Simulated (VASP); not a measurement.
Wanted: the native input for a VASP 6.6.1 run.

- Task: electric field gradients
- Functional: PBE
- Potentials or basis: VASP PAW PBE potentials, release 64 (Hg)
- Cutoff: 520 eV
- k mesh: 10 × 10 × 11
- Occupations: fermi-dirac, width 0.08 eV
- Spin: no spin polarisation
- Dipole correction: no
- Further INCAR settings: ALGO = Normal; EDIFF = 1e-08; NBANDS = 25

The structure of Hg lies in POSCAR:

```
Hg
1.0
    4.5400020208      0.0000000000      0.0000000000
   -2.2700010104      3.9317570832      0.0000000000
    0.0000000000      0.0000000000      3.8700000000
Hg
3
Direct
    0.3333333333      0.6666666667      0.5000000000
    0.0000000000      0.0000000000      0.0000000000
    0.6666666667      0.3333333333      0.5000000000
```

These files were run (other wordings do the same):

INCAR

```
SYSTEM = Hg
ALGO = Normal ; EDIFF = 1E-8
ENCUT = 520 ; GGA = PE
ISIF = 2 ; ISMEAR = -1
LASPH = .TRUE. ; LCHARG = .FALSE.
LEFG = .TRUE. ; LREAL = .FALSE.
LWAVE = .FALSE. ; NBANDS = 25
NELM = 80 ; PREC = Accurate
SIGMA = 0.08
```

KPOINTS

```
k-points
0
G
  10 10 11
  0 0 0
```

Potentials or basis: VASP PAW PBE potentials, release 64 (Hg).

Command:

```console
$ cat potpaw_PBE.64/Hg/POTCAR > POTCAR
$ mpirun -np 1 vasp_std > vasp.out
```

It gave:

The pressure is 14.1 GPa, the band gap on the k mesh is zero (bands 18 and 19 overlap by 5.45 eV) and the largest electric field gradient by atom is Hg +340.6, +9.3 (each value once) V/Å².

Caveat: the cell stands under pressure; without QUAD_EFG the Cq values of the log hold for a quadrupole moment of 1 mb, not for the nuclei; spin-orbit coupling is left out, which moves the levels of the heavy elements.

Run time: 93 s on 1 thread of Intel(R) Xeon(R) Platinum 8488C (Sapphire Rapids), with other jobs on the host, peak memory 0.26 GiB.
